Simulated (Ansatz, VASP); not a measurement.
**ReGe2S4: VASP beside Ansatz**

```
Re Ge S
1.0
     3.90195   -5.40879    0.00000
     3.90195    5.40879    0.00000
     0.00000    0.00000    3.69469
Re Ge S
1 2 4
Direct
  0.00000 0.00000 0.00000
  0.50000 0.00000 0.50000
  0.00000 0.50000 0.50000
  0.22910 0.77090 0.00000
  0.77090 0.22910 0.00000
  0.21733 0.21733 0.50000
  0.78267 0.78267 0.50000
```

Change from the starting cell: species swapped into the Ca2SnS4 type (Cmmm, No. 65).

Alike in both runs: task relaxation of cell and atoms; functional PBE; k mesh 2 × 2 × 3; occupations gaussian, width 0.15 eV; collinear spin.

|  | VASP | Ansatz |
| --- | --- | --- |
| version | VASP 6.6.1 | Ansatz 0.2.0 |
| potentials or method | VASP PAW PBE potentials, release 64 (Re, Ge_d, S), cutoff 600 eV | scalar-relativistic, plane waves, PAW |
| valence electrons in the cell | 59 | 67 |

```csv
,VASP,Ansatz,Ansatz less VASP
"gap on the k mesh at the Fermi level, each at its own relaxed structure (eV)",none,none,-
net moment per atom (μB),0.31,0.31,+0.001
size of the moment on the site where the two differ most (μB),1.71,1.31,-0.394
relaxed volume (Å³/atom),20.48,20.55,+0.067
relaxed cell length with the largest relative difference (Å),3.596,3.602,+0.0062
```

Site moments also hang on the region over which each program counts them. A gap of «none» marks a metal or a gap that the smearing closes. VASP's potentials hold 59 valence electrons a cell and Ansatz's 67, so a difference there can come from the potentials and not from the codes.

The k mesh is coarse, so the values compare programs but aren't converged. Neither program's run includes spin-orbit coupling.
